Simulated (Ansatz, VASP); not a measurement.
**Two plane-wave programs on Cu**

```xyz
1
Lattice="0.0000 2.1173 1.3322 2.1173 0.0000 1.3322 2.1173 2.1173 0.0000" Properties=species:S:1:pos:R:3 pbc="T T T"
Cu    0.0000    0.0000    0.0000
```

Alike in both runs: task single point; functional PBE; k mesh 24 × 24 × 24; occupations gaussian, width 0.15 eV; no spin polarisation.

|  | VASP | Ansatz |
| --- | --- | --- |
| version | VASP 6.6.1 | Ansatz 0.2.0 |
| potentials or method | VASP PAW PBE potentials, release 64 (Cu), cutoff 520 eV | scalar-relativistic, plane waves, PAW |
| valence electrons in the cell | 11 | 19 |

VASP gave:

- gap on the k mesh at the Fermi level (eV): none
- pressure (GPa): 1.6
- traceless stress, the component that is largest in VASP (GPa): 0.93

Task: Which values does Ansatz return?

Result: gap on the k mesh at the Fermi level (eV): none; pressure (GPa): 0.9; traceless stress, the component that is largest in VASP (GPa): 0.90.

A gap of «none» marks a metal or a gap that the smearing closes. VASP's potentials hold 11 valence electrons a cell and Ansatz's 19, so a difference there can come from the potentials and not from the codes.
